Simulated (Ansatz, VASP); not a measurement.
## One calculation of SnO2, two programs

The input INCAR:

```
  PREC = Accurate
  ENCUT = 520
  EDIFF = 1E-6
  ISMEAR = 0
  SIGMA = 0.05
  LREAL = False
  LASPH = True
  NELM = 100
  ALGO = Normal
  ISIF = 2
  LWAVE = False
  LCHARG = False
  GGA = PE
  NBANDS = 35
```

File KPOINTS:

```
Automatic mesh
0
Gamma
  6 6 8
```

File POSCAR:

```
SnO2
1.0
    4.8277049961      0.0000000000      0.0000000000
    0.0000000000      4.8277049961      0.0000000000
    0.0000000000      0.0000000000      3.2379909406
Sn O
2 4
Direct
   -0.0414275520      0.0000000000     -0.0308833477
    0.5000000000      0.5000000000      0.5000000000
    0.3066050863      0.3066050863      0.0000000000
    0.1933949137      0.8066050863      0.5000000000
    0.6933949137      0.6933949137      0.0000000000
    0.8066050863      0.1933949137      0.5000000000
```

Input for Ansatz:

```yaml
crystal:
  lattice:
    - [4.8277049961, 0.0, 0.0]
    - [0.0, 4.8277049961, 0.0]
    - [0.0, 0.0, 3.2379909406]
  atoms:
    - { symbol: Sn, position: [-0.041427552, 0.0, -0.0308833477] }
    - { symbol: Sn, position: [0.5, 0.5, 0.5] }
    - { symbol: O, position: [0.3066050863, 0.3066050863, 0.0] }
    - { symbol: O, position: [0.1933949137, 0.8066050863, 0.5] }
    - { symbol: O, position: [0.6933949137, 0.6933949137, 0.0] }
    - { symbol: O, position: [0.8066050863, 0.1933949137, 0.5] }
basis:
  ecutwfc: 420
kpoints:
  mp_grid: { grid: [6, 6, 8] }
hamiltonian:
  xc: pbe
scf:
  occupations: { method: gaussian, width: 0.05 }
output:
  forces: true
  stress: true
  eigenvalues: true
```

Alike in both runs: task single point; functional PBE; k mesh 6 × 6 × 8; occupations gaussian, width 0.05 eV; no spin polarisation.

```csv
,VASP,Ansatz
version,VASP 6.6.1,Ansatz 0.2.0
potentials or method,"VASP PAW PBE potentials, release 64 (Sn_d, O), cutoff 520 eV","scalar-relativistic, plane waves, PAW"
valence electrons in the cell,52,52
```

VASP gave:

| Item | Value |
| --- | --- |
| gap on the k mesh at the Fermi level (eV) | 0.37 |
| least direct gap on the mesh (eV) | 0.37 |
| pressure (GPa) | 3.4 |
| traceless stress, the component that is largest in VASP (GPa) | -2.73 |
| rms of the force components (eV/Å) | 1.345 |

Q: Which values does Ansatz return?

A: gap on the k mesh at the Fermi level (eV): 0.38; least direct gap on the mesh (eV): 0.38; pressure (GPa): 2.9; traceless stress, the component that is largest in VASP (GPa): -2.74; rms of the force components (eV/Å): 1.329.

Atom by atom the forces differ by 0.022 eV/Å (rms over components).
